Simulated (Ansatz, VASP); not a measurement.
AlN: VASP beside Ansatz

INCAR

```
SYSTEM = AlN
PREC     = Accurate       ! precision mode
ENCUT    = 600            ! plane-wave cutoff, eV
EDIFF    = 1E-6           ! SCF threshold, eV
ISMEAR   = -1             ! smearing method
SIGMA    = 0.2            ! smearing width, eV
LREAL    = .FALSE.        ! projectors in reciprocal space
LASPH    = .TRUE.         ! aspherical terms in the spheres
NELM     = 120            ! most SCF steps
ALGO     = Normal         ! electronic algorithm
ISIF     = 2              ! what is computed and relaxed
LWAVE    = .FALSE.        ! write WAVECAR
LCHARG   = .TRUE.         ! write CHGCAR
GGA      = PS             ! functional
LELF     = .TRUE.         ! ELF
LVHAR    = .TRUE.       
NBANDS   = 11             ! bands
GGA_COMPAT= .FALSE.
```

Contents of KPOINTS:

```
Automatic mesh
0
G
  8 8 8
  0 0 0
```

POSCAR

```
AlN
1.0
    0.0000000000      2.1848764208      2.1848764208
    2.1848764208      0.0000000000      2.1848764208
    2.1848764208      2.1848764208      0.0000000000
Al N
1 1
Direct
    0.0000000000      0.0000000000      0.0000000000
    0.2500000000      0.2500000000      0.2500000000
```

Input for Ansatz:

```yaml
crystal:
  lattice:
    - [0.0, 2.1848764208, 2.1848764208]
    - [2.1848764208, 0.0, 2.1848764208]
    - [2.1848764208, 2.1848764208, 0.0]
  atoms:
    - { symbol: Al, position: [0.0, 0.0, 0.0] }
    - { symbol: "N", position: [0.25, 0.25, 0.25] }
kpoints:
  mp_grid: { grid: [8, 8, 8] }
hamiltonian:
  xc: pbesol
scf:
  occupations: { method: fermi_dirac, width: 0.2 }
  n_extra_bands: 4
output:
  forces: true
  stress: true
  eigenvalues: true
```

Alike in both runs: task single point; functional PBEsol; k mesh 8 × 8 × 8; occupations fermi-dirac, width 0.2 eV; no spin polarisation.

```csv
,VASP,Ansatz
version,VASP 6.6.1,Ansatz 0.2.0
potentials or method,"VASP PAW PBE potentials, release 64 (Al, N)",plane waves
plane-wave cutoff (eV),600,420
valence electrons in the cell,8,8
```

|  | VASP | Ansatz | Ansatz less VASP |
| --- | --- | --- | --- |
| pressure (GPa) | 0.9 | 1.1 | +0.16 |

VASP's potentials were made for PBE, not for PBEsol. With one functional, cell and mesh, what is left measures potentials, basis and numerics.
